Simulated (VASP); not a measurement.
# Au (P6_3/mmc) in VASP: a series of runs

Runs on Au. Level: r2SCAN. Tasks: relaxation of cell and atoms, single point.

All numbers are computed with VASP 6.6.1; they aren't measurements. Logs are shortened: lines on timing, memory, paths and dates and some standing lists are left out, and cuts for length are marked.

## (1) The cell of the first run

The structure is hexagonal, space group P6_3/mmc (No. 194). Conventional cell: a = 4.588 Å, b = 4.588 Å, c = 5.131 Å, α = 90.00°, β = 90.00°, γ = 120.00°. Within 3.4 Å of Au (site symmetry -6m2) lie 5 Au at 2.57 to 2.65 Å. Au (site symmetry -6m2) has 3 Au at 2.65 Å within 3.5 Å.

This isn't the form of Au at room conditions, which is fcc.

## (2) Relaxation of cell and atoms, r2SCAN

POSCAR reads:

```
Au
1.0
    4.5881061905      0.0000000000      0.0000000000
   -2.2940530952      3.9734165162      0.0000000000
    0.0000000000      0.0000000000      5.1305760991
Au
4
Direct
    0.0000000000      0.0000000000      0.2500000000
    0.0000000000      0.0000000000      0.7500000000
    0.3333333333      0.6666666667      0.7500000000
    0.6666666667      0.3333333333      0.2500000000
```

INCAR.step1 reads:

```
SYSTEM = Au
PREC = Accurate ; ENCUT = 600
ISMEAR = 0 ; SIGMA = 0.1
LREAL = .False. ; LASPH = .True.
NELM = 80 ; GGA = PE
ALGO = Normal ; EDIFF = 1E-4
LWAVE = .True. ; LCHARG = .False.
```

INCAR.step2 reads:

```
SYSTEM = Au
PREC = Accurate ; ENCUT = 600
EDIFF = 1E-6 ; ISMEAR = 0
SIGMA = 0.1 ; LREAL = .False.
LASPH = .True. ; NELM = 80
ALGO = Normal ; ISIF = 3
LWAVE = .False. ; LCHARG = .False.
METAGGA = R2SCAN ; LMIXTAU = .True.
IBRION = 2 ; NSW = 90
EDIFFG = -0.04 ; ISTART = 1
```

KPOINTS reads:

```
regular mesh
0
Gamma
  6 6 4
  0 0 0
```

Potentials or basis: VASP PAW PBE potentials, release 64 (Au).

Run with:

```
> cat potpaw_PBE.64/Au/POTCAR > POTCAR
> cp INCAR.step1 INCAR
> mpirun -np 1 vasp_std > vasp.out
> cp INCAR.step2 INCAR
> mpirun -np 1 vasp_std > vasp.out
```

OUTCAR:

```text
SYSTEM = Au
   PREC = Accurate
   ENCUT = 600
   EDIFF = 1E-6
   ISMEAR = 0
   LREAL = .False.
   LASPH = .True.
   NELM = 80
   ISIF = 3
   METAGGA = R2SCAN
   IBRION = 2
   NSW = 90
   EDIFFG = -0.04
   ISTART = 1

 ion  position               nearest neighbor table
   1  0.000  0.000  0.250-   2 2.57   2 2.57   4 2.65   4 2.65   4 2.65
   2  0.000  0.000  0.750-   1 2.57   1 2.57   3 2.65   3 2.65   3 2.65
   3  0.333  0.667  0.750-   2 2.65   2 2.65   2 2.65
   4  0.667  0.333  0.250-   1 2.65   1 2.65   1 2.65

  LATTYP: Found a hexagonal cell.
 ALAT       =     4.5881061905
 C/A-ratio  =     1.1182339480

  Lattice vectors:

 A1 = (   4.5881061905,   0.0000000000,   0.0000000000)
 A2 = (  -2.2940530952,   3.9734165162,   0.0000000000)
 A3 = (   0.0000000000,   0.0000000000,   5.1305760991)

Analysis of symmetry for initial positions (statically):
=====================================================================
 Subroutine PRICEL returns:
 Original cell was already a primitive cell.

 Routine SETGRP: Setting up the symmetry group for a
 hexagonal supercell.

 Subroutine GETGRP returns: Found 24 space group operations
 (whereof 12 operations were pure point group operations)
 out of a pool of 24 trial point group operations.

The static configuration has the point symmetry D_3d.
 The point group associated with its full space group is D_6h.

Analysis of symmetry for dynamics (positions and initial velocities):
=====================================================================
 Subroutine PRICEL returns:
 Original cell was already a primitive cell.

 Routine SETGRP: Setting up the symmetry group for a
 hexagonal supercell.

 Subroutine GETGRP returns: Found 24 space group operations
 (whereof 12 operations were pure point group operations)
 out of a pool of 24 trial point group operations.

The dynamic configuration has the point symmetry D_3d.
 The point group associated with its full space group is D_6h.

 Subroutine INISYM returns: Found 24 space group operations
 (whereof 12 operations are pure point group operations),
 and found     1 'primitive' translations

----------------------------------------------------------------------------------------

                                     Primitive cell

  volume of cell :      93.5327

  direct lattice vectors                    reciprocal lattice vectors
     4.588106190  0.000000000  0.000000000     0.217954851  0.125836292  0.000000000
    -2.294053095  3.973416516  0.000000000     0.000000000  0.251672584  0.000000000
     0.000000000  0.000000000  5.130576099     0.000000000  0.000000000  0.194909885

  length of vectors
     4.588106190  4.588106190  5.130576099     0.251672584  0.251672584  0.194909885

  position of ions in fractional coordinates (direct lattice)
     0.000000000  0.000000000  0.250000000
     0.000000000  0.000000000  0.750000000
     0.333333333  0.666666667  0.750000000
     0.666666667  0.333333333  0.250000000

  ion indices of the primitive-cell ions
   primitive index   ion index
                 1           1
                 2           2
                 3           3
                 4           4

----------------------------------------------------------------------------------------

 KPOINTS: regular mesh

Automatic generation of k-mesh.
 Grid dimensions read from file:
 generate k-points for:    6    6    4

 Generating k-lattice:

  Cartesian coordinates                     Fractional coordinates (reciprocal lattice)
     0.036325808  0.020972715  0.000000000     0.166666667  0.000000000  0.000000000
     0.000000000  0.041945431  0.000000000     0.000000000  0.166666667  0.000000000
     0.000000000  0.000000000  0.048727471     0.000000000  0.000000000  0.250000000

  Length of vectors
     0.041945431  0.041945431  0.048727471

  Shift w.r.t. Gamma in fractional coordinates (k-lattice)
     0.000000000  0.000000000  0.000000000

 Subroutine IBZKPT returns following result:
 ===========================================

 Found     21 irreducible k-points:

 Following reciprocal coordinates:
            Coordinates               Weight
  0.000000  0.000000  0.000000      1.000000
  0.166667  0.000000  0.000000      6.000000
  0.333333  0.000000  0.000000      6.000000
  0.500000 -0.000000  0.000000      3.000000
  0.166667  0.166667  0.000000      6.000000
  0.333333  0.166667  0.000000     12.000000
[... 13 lines left out ...]
  0.333333  0.166667  0.500000     12.000000
  0.333333  0.333333  0.500000      2.000000
   k-points           NKPTS =     21   k-points in BZ     NKDIM =     21   number of bands    NBANDS=     26
   number of dos      NEDOS =    301   number of ions     NIONS =      4
   total plane-waves  NPLWV =  67200
   dimension x,y,z NGX =    40 NGY =   40 NGZ =   42
   dimension x,y,z NGXF=    80 NGYF=   80 NGZF=   84
   ions per type =               4
   NGX,Y,Z   is equivalent  to a cutoff of  14.49, 14.49, 13.61 a.u.
   NGXF,Y,Z  is equivalent  to a cutoff of  28.99, 28.99, 27.22 a.u.
 SYSTEM =  Au
   PREC   = accura    normal or accurate (medium, high low for compatibility)
   ISTART =      1    job   : 0-new  1-cont  2-samecut
   ICHARG =      0    charge: 1-file 2-atom 10-const
   ISPIN  =      1    spin polarized calculation?
   LNONCOLLINEAR =      F non collinear calculations
   LSORBIT =      F    spin-orbit coupling
   LASPH  =      T    aspherical Exc in radial PAW
   ENCUT  =  600.0 eV  44.10 Ry    6.64 a.u.   9.16  9.16 10.25*2*pi/ulx,y,z
   NELM   =     80;   NELMIN=  2; NELMDL=  0     # of ELM steps
   EDIFF  = 0.1E-05   stopping-criterion for ELM
   LREAL  =      F    real-space projection
   EDIFFG = -.4E-01   stopping-criterion for IOM
   NSW    =     90    number of steps for IOM
   IBRION =      2    ionic relax: 0-MD 1-quasi-New 2-CG
   NFREE  =      1    steps in history (QN), initial steepest desc. (CG)
   ISIF   =      3    stress and relaxation
   ISYM   =      2    0-nonsym 1-usesym 2-fastsym
   POTIM  = 0.5000    time-step for ionic-motion
   TEBEG  =    0.0;   TEEND  =   0.0 temperature during run
   PSTRESS=    0.0 pullay stress
   NELECT =      44.0000    total number of electrons
   NUPDOWN=      -1.0000    fix difference up-down
   EMIN   =  10.00;   EMAX   =-10.00  energy-range for DOS
   EFERMI =   0.00;   METHOD = LEGACY
   ISMEAR =     0;   SIGMA  =   0.10  broadening in eV -4-tet -1-fermi 0-gaus
   EFERMI_NEDOS =   21; number of points for ismear=-14 and -15
   IALGO  =     38    algorithm
   IMIX   =      4    mixing-type and parameters
     AMIX     =   0.40;   BMIX     =  1.00
     AMIX_MAG =   1.60;   BMIX_MAG =  1.00
  volume/ion in A,a.u.               =      23.38       157.80
  Fermi-wavevector in a.u.,A,eV,Ry     =   1.273223  2.406043 22.056363  1.621097
  Thomas-Fermi vector in A             =   2.406058
   LORBIT       =      0    0 simple, 1 ext, 2 COOP (PROOUT), +10 PAW based schemes
   METAGGA = R2SCAN    functional components
   LHFCALC =     F    Hartree Fock is set to
   AEXX    =    0.0000 exact exchange contribution
   IVDW    =     0    specifies the selected vdW correction
   LEPSILON=     F    determine dielectric tensor
   LRPA    =     F    only Hartree local field effects (RPA)
 conjugate gradient relaxation of ions
 non-spin polarized calculation
 Gauss-broadening in eV      SIGMA  =   0.10
  energy-cutoff  :      600.00
  volume of cell :       93.53
 maximum number of plane-waves:      3142
 NGX is ok and might be reduce to    40
   NGX = 19   NGY = 19   NGZ = 21

--------------------------------------- Ionic step        1  -------------------------------------------

 number of electron      43.9999998 magnetization

 Free energy of the ion-electron system (eV)
  ---------------------------------------------------
  ext. energy  EPLUGINS =         0.00000000
  ---------------------------------------------------
  free energy    TOTEN  =      -200.05967733 eV

  energy without entropy =     -200.05463723  energy(sigma->0) =     -200.05715728

------------------------ aborting loop because EDIFF is reached ----------------------------------------

  FORCE on cell =-STRESS in cart. coord.  units (eV):
  Direction    XX          YY          ZZ          XY          YZ          ZX
  --------------------------------------------------------------------------------------
  -------------------------------------------------------------------------------------
  Total       -0.3587444     -0.3587444      2.1461149     -0.0000000     -0.0000000     -0.0000000
  in kB       -6.1451440     -6.1451440     36.7620628     -0.0000000     -0.0000000     -0.0000000
  external PRESSURE =       8.1572583 kB  Pullay stress =       0.0000000 kB
[... 23 lines left out ...]
  energy  without entropy=     -200.0546372313  energy(sigma->0) =     -200.05715728

--------------------------------------- Ionic step        2  -------------------------------------------

 number of electron      44.0000006 magnetization

 E-fermi :   4.7115     XC(G=0): -11.2200

 val. band max:        4.4894385876   @ k =   0.3333   0.3333   0.5000
 cond. band min:       4.7927762603   @ k =   0.3333   0.1667   0.2500
 fundamental gap:      0.3033376727
 Fermi energy:         4.7114910055

 k-point     1 :       0.0000    0.0000    0.0000
  band No.  band energies     occupation
      1      -2.7239      2.00000
      2      -1.4239      2.00000
      3      -0.6825      2.00000
      4      -0.4654      2.00000
      5      -0.4654      2.00000
      6       0.4393      2.00000
[... 633 lines left out ...]
  energy  without entropy=     -200.0677228593  energy(sigma->0) =     -200.07015803

--------------------------------------- Ionic step        3  -------------------------------------------

 number of electron      44.0000002 magnetization

 Free energy of the ion-electron system (eV)
  ---------------------------------------------------
  ext. energy  EPLUGINS =         0.00000000
  ---------------------------------------------------
  free energy    TOTEN  =      -200.07786128 eV

  energy without entropy =     -200.07300057  energy(sigma->0) =     -200.07543092

 E-fermi :   4.8092     XC(G=0): -11.2564

 val. band max:        4.5705640137   @ k =   0.3333   0.3333   0.5000
 cond. band min:       4.8905306026   @ k =   0.3333   0.1667   0.2500
 fundamental gap:      0.3199665889
 Fermi energy:         4.8092037893

 k-point     1 :       0.0000    0.0000    0.0000
  band No.  band energies     occupation
      1      -2.7250      2.00000
      2      -1.4462      2.00000
      3      -0.5920      2.00000
      4      -0.4690      2.00000
      5      -0.4690      2.00000
      6       0.4857      2.00000
[... 629 lines left out ...]
  FREE ENERGIE OF THE ION-ELECTRON SYSTEM (eV)
  ---------------------------------------------------
  free  energy   TOTEN  =      -200.0778612779 eV

  energy  without entropy=     -200.0730005707  energy(sigma->0) =     -200.07543092

 reached required accuracy - stopping structural energy minimisation
```

It took 14 min on 1 thread of Intel Xeon 8259CL, shared host; peak memory 0.29 GiB.

What came out:

* Free energy: -200.0779 eV
* Relaxed volume: 23.64 Å³/atom
* Relaxed cell: a = 4.575 Å, b = 4.575 Å, c = 5.215 Å, α = 90.00°, β = 90.00°, γ = 120.00°
* Space group after relaxing (to 0.1 Å): P6_3/mmc (No. 194)
* Energy gained by relaxing: 4.5 meV/atom
* Ionic steps: 3
* Pressure after relaxing: -0.1 GPa
* Band gap on the k mesh: zero (bands 22 and 23 overlap by 2.45 eV)

Step by step:
| step | energy change (eV) | largest force (eV/Å) | pressure (GPa) | volume (Å³) |
| --- | --- | --- | --- | --- |
| 1 | 0.0000 | 0.0000 | 0.82 | 93.53 |
| 2 | -0.0129 | 0.0000 | -0.49 | 95.13 |
| 3 | -0.0182 | 0.0000 | -0.08 | 94.55 |

Final structure:
```
Au
1.0
     4.57542    0.00000    0.00000
    -2.28771    3.96243    0.00000
     0.00000    0.00000    5.21546
Au
4
Direct
  0.00000 0.00000 0.25000
  0.00000 0.00000 0.75000
  0.33333 0.66667 0.75000
  0.66667 0.33333 0.25000
```

Caveat: the PAW data sets were made with another functional, which shifts forces and pressure a little; spin-orbit coupling is left out, which moves the levels of the heavy elements.

## (3) Single point, r2SCAN

This run uses another cell than the first one, of 18.28 Å³/atom.

POSCAR reads:

```
Au
1.0
    2.8230516902      0.0000000000      0.0000000000
   -1.4115258451      2.4448344799      0.0000000000
    0.0000000000      0.0000000000     10.5943222430
Au
4
Direct
    0.3333333333      0.6666666667      0.3809823433
    0.6666666667      0.3333333333      0.8809823433
    0.6666666667      0.3333333333      0.6190176567
    0.3333333333      0.6666666667      0.1190176567
```

INCAR.step1 reads:

```
SYSTEM = Au
ALGO     = Normal         ! electronic algorithm
EDIFF    = 1E-4           ! SCF threshold, eV
ENCUT    = 520            ! plane-wave cutoff, eV
GGA      = PE             ! functional
ISMEAR   = 0              ! smearing method
LASPH    = .True.         ! aspherical terms in the spheres
LCHARG   = .False.        ! write CHGCAR
LREAL    = .False.        ! projectors in reciprocal space
LWAVE    = .True.         ! write WAVECAR
NBANDS   = 30             ! bands
NELM     = 100            ! most SCF steps
PREC     = Accurate       ! precision mode
SIGMA    = 0.1            ! smearing width, eV
```

INCAR.step2 reads:

```
SYSTEM = Au
ALGO     = Normal         ! electronic algorithm
EDIFF    = 1E-7           ! SCF threshold, eV
ENCUT    = 520            ! plane-wave cutoff, eV
ISIF     = 2              ! what is computed and relaxed
ISMEAR   = 0              ! smearing method
ISTART   = 1            
LASPH    = .True.         ! aspherical terms in the spheres
LCHARG   = .False.        ! write CHGCAR
LMIXTAU  = .True.       
LREAL    = .False.        ! projectors in reciprocal space
LWAVE    = .False.        ! write WAVECAR
METAGGA  = R2SCAN         ! meta-GGA
NBANDS   = 30             ! bands
NELM     = 100            ! most SCF steps
PREC     = Accurate       ! precision mode
SIGMA    = 0.1            ! smearing width, eV
```

KPOINTS reads:

```
k-points
0
Gamma
  18 18 6
  0 0 0
```

Potentials or basis: VASP PAW PBE potentials, release 64 (Au).

Run with:

```
> cat potpaw_PBE.64/Au/POTCAR > POTCAR
> cp INCAR.step1 INCAR
> mpirun -np 1 vasp_std > vasp.out
> cp INCAR.step2 INCAR
> mpirun -np 1 vasp_std > vasp.out
```

OUTCAR:

```text
SYSTEM = Au
   EDIFF = 1E-7
   ENCUT = 520
   ISIF = 2
   ISMEAR = 0
   ISTART = 1
   LASPH = .True.
   LREAL = .False.
   METAGGA = R2SCAN
   NELM = 100
   PREC = Accurate

 ion  position               nearest neighbor table
   1  0.333  0.667  0.381-   4 2.78   3 3.00   3 3.00   3 3.00
   2  0.667  0.333  0.881-   3 2.78   4 3.00   4 3.00   4 3.00
   3  0.667  0.333  0.619-   2 2.78   1 3.00   1 3.00   1 3.00
   4  0.333  0.667  0.119-   1 2.78   2 3.00   2 3.00   2 3.00

  LATTYP: Found a hexagonal cell.
 ALAT       =     2.8230516902
[... 986 lines left out ...]
     30      18.4577      0.00000

 [... further k-points ...]
[... 5 lines left out ...]
  --------------------------------------------------------------------------------------
  -------------------------------------------------------------------------------------
  Total        0.1422772      0.1422772      0.1015850      0.0000000      0.0000000      0.0000000
  in kB        3.1174847      3.1174847      2.2258633      0.0000000      0.0000000      0.0000000
  external PRESSURE =       2.8202776 kB  Pullay stress =       0.0000000 kB

 VOLUME and BASIS-vectors are now :
 -----------------------------------------------------------------------------
  energy-cutoff  :      520.00
  volume of cell :       73.12
      direct lattice vectors                 reciprocal lattice vectors
     2.823051690  0.000000000  0.000000000     0.354226599  0.204512822  0.000000000
    -1.411525845  2.444834480  0.000000000     0.000000000  0.409025645  0.000000000
     0.000000000  0.000000000 10.594322243     0.000000000  0.000000000  0.094390182

 POSITION                                       TOTAL-FORCE (eV/Angst)
 -----------------------------------------------------------------------------------
     -0.00000      1.62989      4.03625         0.000000      0.000000      0.001414
      1.41153      0.81494      9.33341        -0.000000     -0.000000      0.001414
      1.41153      0.81494      6.55807        -0.000000     -0.000000     -0.001414
     -0.00000      1.62989      1.26091         0.000000      0.000000     -0.001414
 -----------------------------------------------------------------------------------
    total drift:                               -0.000000      0.000000     -0.000000

  FREE ENERGIE OF THE ION-ELECTRON SYSTEM (eV)
  ---------------------------------------------------
  free  energy   TOTEN  =      -202.2189229960 eV

  energy  without entropy=     -202.2143021968  energy(sigma->0) =     -202.21661260
```

OSZICAR.step1:

```text
N       E                     dE             d eps       ncg     rms          rms(c)
DAV:   1     0.282479834842E+03    0.28248E+03   -0.22916E+04  8880   0.142E+03
DAV:   2    -0.702576490123E+01   -0.28951E+03   -0.27417E+03  9524   0.315E+02
DAV:   3    -0.137545594457E+02   -0.67288E+01   -0.66549E+01 10394   0.479E+01
DAV:   4    -0.137997416762E+02   -0.45182E-01   -0.45168E-01  9612   0.404E+00
DAV:   5    -0.138001955608E+02   -0.45388E-03   -0.45388E-03 10176   0.451E-01    0.162E+01
DAV:   6    -0.127428196694E+02    0.10574E+01   -0.25578E+00  9498   0.111E+01    0.106E+01
DAV:   7    -0.126810132656E+02    0.61806E-01   -0.27940E-01  9924   0.355E+00    0.401E+00
DAV:   8    -0.126714865452E+02    0.95267E-02   -0.30997E-02  9426   0.117E+00    0.486E-01
DAV:   9    -0.126714365056E+02    0.50040E-04   -0.14158E-04  7590   0.769E-02
   1 F= -.12671437E+02 E0= -.12668903E+02  d E =-.506795E-02
```

It took 17 min on 1 thread of AMD EPYC 9R14 (Zen 4), shared host; peak memory 0.35 GiB.

Results:

- Free energy: -202.2189 eV
- Pressure: 0.3 GPa
- Band gap on the k mesh: zero (bands 22 and 23 overlap by 5.44 eV)

Caveat: the PAW data sets were made with another functional, which shifts forces and pressure a little; spin-orbit coupling is left out, which moves the levels of the heavy elements.
